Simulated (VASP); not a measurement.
# GaSb (Immm) in VASP: a series of runs, part 2 of 2

VASP 6.6.1.

**4. Single point, LDA (23.33 Å³/atom)**

This run uses another cell than the first one, of 23.33 Å³/atom.

INCAR

```
SYSTEM = GaSb
ALGO     = Fast           ! electronic algorithm
EDIFF    = 1E-6           ! SCF threshold, eV
ENCUT    = 520            ! plane-wave cutoff, eV
ISIF     = 2              ! what is computed and relaxed
ISMEAR   = 0              ! smearing method
LASPH    = .TRUE.         ! aspherical terms in the spheres
LCHARG   = .FALSE.        ! write CHGCAR
LREAL    = .FALSE.        ! projectors in reciprocal space
LWAVE    = .FALSE.        ! write WAVECAR
NBANDS   = 16             ! bands
NELM     = 100            ! most SCF steps
PREC     = Accurate       ! precision mode
SIGMA    = 0.15           ! smearing width, eV
```

KPOINTS

```
k-points
0
G
  18 18 18
  0 0 0
```

POSCAR

```
GaSb
1.0
   -1.5473613322      2.5950854213      2.9043453688
    1.5473613322     -2.5950854213      2.9043453688
    1.5473613322      2.5950854213     -2.9043453688
Ga Sb
1 1
Direct
    0.0000000000      0.0000000000      0.0000000000
    0.5000000000      0.5000000000      0.0000000000
```

Potentials or basis: VASP PAW LDA potentials, release 64 (Ga_d, Sb).

On the command line:

```sh
cat potpaw_LDA.64/Ga_d/POTCAR potpaw_LDA.64/Sb/POTCAR > POTCAR
mpirun -np 1 vasp_std > vasp.out
```

OUTCAR:

```text
SYSTEM = GaSb
   EDIFF = 1E-6
   ENCUT = 520
   ISIF = 2
   ISMEAR = 0
   LASPH = .TRUE.
   LREAL = .FALSE.
   NELM = 100
   PREC = Accurate

 ion  position               nearest neighbor table
   1  0.000  0.000  0.000-   2 2.90   2 2.90   2 3.02   2 3.02   2 3.02   2 3.02
   2  0.500  0.500  0.000-   1 2.90   1 2.90   1 3.02   1 3.02   1 3.02   1 3.02

  LATTYP: Found a body centered orthorhombic cell.
 ALAT       =     3.0947226644
 B/A-ratio  =     1.6771037038
 C/A-ratio  =     1.8769664902

  Lattice vectors:

 A1 = (  -1.5473613322,   2.5950854213,   2.9043453688)
 A2 = (   1.5473613322,  -2.5950854213,   2.9043453688)
 A3 = (   1.5473613322,   2.5950854213,  -2.9043453688)

Analysis of symmetry for initial positions (statically):
=====================================================================
 Subroutine PRICEL returns:
 Original cell was already a primitive cell.

 Routine SETGRP: Setting up the symmetry group for a
 body centered orthorhombic supercell.

 Subroutine GETGRP returns: Found  8 space group operations
 (whereof  8 operations were pure point group operations)
[... 163 lines left out ...]
  energy without entropy =       -8.33397539  energy(sigma->0) =       -8.33852575

 E-fermi :   6.7525     XC(G=0): -10.6149

 val. band max:        6.7436252482   @ k =  -0.3889  -0.1667   0.0556
 cond. band min:       6.7550722910   @ k =   0.3889   0.3333   0.0556
 fundamental gap:      0.0114470428
 Fermi energy:         6.7525059709

 k-point     1 :       0.0000    0.0000    0.0000
  band No.  band energies     occupation
      1      -8.2824      2.00000
      2      -8.1875      2.00000
      3      -8.1853      2.00000
      4      -8.1686      2.00000
      5      -8.1321      2.00000
      6      -5.4565      2.00000
[... 433 lines left out ...]
      3      -8.1786      2.00000
      4      -8.1716      2.00000
      5      -8.1327      2.00000
      6      -4.8512      2.00000
[... 8 lines left out ...]
     15      16.5110      0.00000
     16      17.5603      0.00000

 [... further k-points ...]

------------------------ aborting loop because EDIFF is reached ----------------------------------------

  FORCE on cell =-STRESS in cart. coord.  units (eV):
  Direction    XX          YY          ZZ          XY          YZ          ZX
  --------------------------------------------------------------------------------------
  -------------------------------------------------------------------------------------
  Total       -0.2872331     -0.6688916     -1.4559482      0.0000000      0.0000000      0.0000000
  in kB       -9.8649167    -22.9728386    -50.0040112      0.0000000      0.0000000      0.0000000
  external PRESSURE =     -27.6139222 kB  Pullay stress =       0.0000000 kB

 VOLUME and BASIS-vectors are now :
 -----------------------------------------------------------------------------
  energy-cutoff  :      520.00
  volume of cell :       46.65
      direct lattice vectors                 reciprocal lattice vectors
    -1.547361332  2.595085421  2.904345369     0.000000000  0.192671885  0.172155834
     1.547361332 -2.595085421  2.904345369     0.323130732  0.000000000  0.172155834
     1.547361332  2.595085421 -2.904345369     0.323130732  0.192671885  0.000000000

 POSITION                                       TOTAL-FORCE (eV/Angst)
 -----------------------------------------------------------------------------------
      0.00000      0.00000      0.00000        -0.000000      0.000000      0.000000
      0.00000      0.00000      2.90435         0.000000     -0.000000     -0.000000
 -----------------------------------------------------------------------------------
    total drift:                                0.000000      0.000000     -0.000000

  FREE ENERGIE OF THE ION-ELECTRON SYSTEM (eV)
  ---------------------------------------------------
  free  energy   TOTEN  =        -8.3430761167 eV

  energy  without entropy=       -8.3339753880  energy(sigma->0) =       -8.33852575
```

OSZICAR:

```text
N       E                     dE             d eps       ncg     rms          rms(c)
DAV:   1     0.789947526691E+02    0.78995E+02   -0.85962E+03 28288   0.148E+03
DAV:   2    -0.246905619051E+01   -0.81464E+02   -0.78631E+02 32440   0.304E+02
DAV:   3    -0.827907561762E+01   -0.58100E+01   -0.57880E+01 33552   0.626E+01
DAV:   4    -0.837453488752E+01   -0.95459E-01   -0.95445E-01 34088   0.888E+00
DAV:   5    -0.837672316394E+01   -0.21883E-02   -0.21882E-02 35744   0.121E+00    0.253E+00
RMM:   6    -0.835070494976E+01    0.26018E-01   -0.34974E-02 40411   0.206E+00    0.148E+00
RMM:   7    -0.834340421123E+01    0.73007E-02   -0.14808E-02 40656   0.922E-01    0.205E-01
RMM:   8    -0.834307352621E+01    0.33069E-03   -0.20945E-03 42350   0.474E-01    0.576E-02
RMM:   9    -0.834307388239E+01   -0.35618E-06   -0.24638E-04 45229   0.154E-01    0.137E-02
RMM:  10    -0.834307536434E+01   -0.14820E-05   -0.51880E-05 44346   0.590E-02    0.120E-02
RMM:  11    -0.834307611674E+01   -0.75239E-06   -0.94102E-06 38688   0.283E-02
   1 F= -.83430761E+01 E0= -.83385258E+01  d E =-.910073E-02
```

Run time: 15 min. Hardware: 1 thread of Oxide Virtual Turin-like, shared host; peak memory 0.67 GiB.

Results:

| Item | Value |
| --- | --- |
| Free energy | -8.3431 eV |
| Pressure | -2.8 GPa |
| Band gap on the k mesh | zero (bands 9 and 10 overlap by 5.23 eV) |

Caveat: spin-orbit coupling is left out, which moves the levels of the heavy elements.

**5. Single point, LDA (23.32 Å³/atom)**

This run uses another cell than the first one, of 23.32 Å³/atom.

INCAR

```
PREC = Accurate ; ENCUT = 520
EDIFF = 1E-6 ; ISMEAR = 0
SIGMA = 0.15 ; LREAL = False
LASPH = True ; NELM = 100
ALGO = Fast ; ISIF = 2
LWAVE = False ; LCHARG = False
NBANDS = 16
```

KPOINTS

```
Automatic mesh
0
Gamma
  18 18 18
```

POSCAR

```
GaSb
1.0
   -1.6034404977      2.5493009257      2.8531046711
    1.6034404977     -2.5493009257      2.8531046711
    1.6034404977      2.5493009257     -2.8531046711
Ga Sb
1 1
Direct
    0.0000000000      0.0000000000      0.0000000000
    0.5000000000      0.5000000000      0.0000000000
```

On the command line:

```sh
cat potpaw_LDA.64/Ga_d/POTCAR potpaw_LDA.64/Sb/POTCAR > POTCAR
mpirun -np 1 vasp_std > vasp.out
```

Run time: 13 min. Hardware: 1 thread of Oxide Virtual Turin-like, shared host; peak memory 0.68 GiB.

Results (log left out):

```
Free energy            : -8.3581 eV
Pressure               : -2.9 GPa
Band gap on the k mesh : zero (bands 9 and 10 overlap by 5.53 eV)
```

Stress tensor (GPa, compression positive):
```
-2.77  0.00  0.00
 0.00 -2.79  0.00
 0.00  0.00 -3.08
```

Levels at points of the mesh, in eV from the Fermi level:
| k point | band 7 | band 8 | band 9 | band 10 | band 11 | band 12 |
| --- | --- | --- | --- | --- | --- | --- |
| (0.00, 0.00, 0.00) | -2.59 | -2.02 | -1.39 | 3.67 | 4.50 | 6.32 |
| (0.50, 0.00, 0.00) | -8.17 | 0.03 | 1.61 | 2.78 | 3.28 | 3.95 |
| (0.00, 0.50, 0.00) | -6.42 | -1.65 | -0.39 | -0.19 | 0.98 | 2.76 |
| (0.50, 0.50, 0.00) | -5.19 | -3.29 | -2.21 | -1.99 | 3.21 | 4.48 |
| (0.50, 0.50, 0.50) | -5.73 | -5.24 | -4.76 | 2.18 | 6.16 | 9.85 |

Caveat: spin-orbit coupling is left out, which moves the levels of the heavy elements.

**6. Single point, LDA (22.14 Å³/atom)**

This run uses another cell than the first one, of 22.14 Å³/atom.

INCAR

```
SYSTEM = GaSb
PREC = Accurate
ENCUT = 520
EDIFF = 1E-6
ISMEAR = 0
SIGMA = 0.15
LREAL = .FALSE.
LASPH = .TRUE.
NELM = 80
ALGO = Fast
ISIF = 2
LWAVE = .FALSE.
LCHARG = .FALSE.
GGA = CA
NBANDS = 16
```

KPOINTS

```
Automatic mesh
0
G
  18 18 18
  0 0 0
```

POSCAR

```
GaSb
1.0
   -1.6624650721      2.4394497099      2.7301623327
    1.6624650721     -2.4394497099      2.7301623327
    1.6624650721      2.4394497099     -2.7301623327
Ga Sb
1 1
Direct
    0.0000000000      0.0000000000      0.0000000000
    0.5000000000      0.5000000000      0.0000000000
```

Potentials or basis: VASP PAW LDA potentials, release 64 (Ga_d, Sb).

On the command line:

```sh
cat potpaw_LDA.64/Ga_d/POTCAR potpaw_LDA.64/Sb/POTCAR > POTCAR
mpirun -np 1 vasp_std > vasp.out
```

Run time: 13 min. Hardware: 1 thread of Oxide Virtual Turin-like, shared host; peak memory 0.65 GiB.

It converged, with:

| Property | Result |
| --- | --- |
| Free energy | -8.3491 eV |
| Pressure | 0.6 GPa |
| Band gap on the k mesh | zero (bands 9 and 10 overlap by 5.93 eV) |

Stress tensor (GPa, compression positive):
```
-1.95  0.00  0.00
 0.00 -0.64  0.00
 0.00  0.00  4.36
```

Levels at points of the mesh, in eV from the Fermi level:
```tsv
k point	band 6	band 7	band 8	band 9	band 10	band 11	band 12	band 13
(0.00, 0.00, 0.00)	-12.55	-1.64	-1.59	-1.35	3.74	3.93	6.61	7.44
(0.50, 0.00, 0.00)	-10.63	-8.43	0.50	2.06	3.02	3.50	3.79	4.99
(0.00, 0.50, 0.00)	-8.95	-6.99	-1.39	-0.56	0.00	0.81	3.15	3.70
(0.50, 0.50, 0.00)	-8.86	-5.54	-3.28	-2.53	-2.16	3.07	4.98	8.33
(0.50, 0.50, 0.50)	-9.11	-5.60	-5.58	-4.87	0.87	5.01	9.70	10.92
```

Caveat: the stress differs along the axes, from -2 to 4 GPa; spin-orbit coupling is left out, which moves the levels of the heavy elements.

**7. The runs side by side**

```csv
cell,gap on the mesh (eV),pressure (GPa)
"a = 4.217 Å, angles 134.5, 104.2, 93.1°, 2 atoms",none,-5.2
"a = 4.213 Å, angles 137.7, 103.2, 91.9°, 2 atoms",none,-2.6
"a = 4.191 Å, angles 136.7, 103.5, 92.3°, 2 atoms",none,-2.8
"a = 4.149 Å, angles 134.5, 104.2, 93.1°, 2 atoms",none,-2.9
"a = 4.021 Å, angles 131.2, 105.3, 94.5°, 2 atoms",none,0.6
```

Alike in all rows: task single point; level LDA; potentials or basis VASP PAW LDA potentials, release 64 (Ga_d, Sb); no spin polarisation; k mesh 18 × 18 × 18; cutoff (eV) 520; smearing gaussian 0.15 eV.

Caveats: spin-orbit coupling is left out, which moves the levels of the heavy elements; the cell stands under tension (at least some runs); the stress differs along the axes, from -6 to 0 GPa (at least some runs); the stress differs along the axes, from -2 to 4 GPa (at least some runs).

Absolute energies hang on the potentials; compare differences alone.
